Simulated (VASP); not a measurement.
Write the native input for VASP 6.6.1 that does the following.

```
Task                   : single point
Functional             : LDA
Potentials or basis    : VASP PAW LDA potentials, release 64 (Zr_sv, O)
Cutoff                 : 600 eV
k mesh                 : 8 × 8 × 8
Occupations            : gaussian, width 0.02 eV
Spin                   : no spin polarisation
Dipole correction      : no
Further INCAR settings : ALGO = Normal; EDIFF = 1e-06; NBANDS = 19
```

The structure of ZrO2 (l.b) lies in POSCAR:

```
ZrO2
1.0
    0.0000000000      2.5132362119      2.5132362119
    2.5132362119      0.0000000000      2.5132362119
    2.5132362119      2.5132362119      0.0000000000
Zr O
1 2
Direct
    0.0000000000      0.0000000000      0.0000000000
    0.2500000000      0.2500000000      0.2500000000
    0.7500000000      0.7500000000      0.7500000000
```

The input as run:

INCAR

```
PREC = Accurate
ENCUT = 600
EDIFF = 1E-6
ISMEAR = 0
SIGMA = 0.02
LREAL = F
LASPH = T
NELM = 120
ALGO = Normal
ISIF = 2
LWAVE = F
LCHARG = T
GGA = CA
LELF = T
LVHAR = T
NBANDS = 19
GGA_COMPAT = F
```

KPOINTS

```
regular mesh
0
Gamma
  8 8 8
```

Potentials or basis: VASP PAW LDA potentials, release 64 (Zr_sv, O).

The run is started by

```sh
$ cat potpaw_LDA.64/Zr_sv/POTCAR potpaw_LDA.64/O/POTCAR > POTCAR
$ mpirun -np 1 vasp_std > vasp.out
```

Results of the run:

The pressure is 0.6 GPa and the band gap on the k mesh is 3.33 eV, indirect (least direct gap 3.79 eV).

Run time: 19 s on 1 thread of Intel Xeon 6975P-C, on a shared host, peak memory 0.15 GiB.
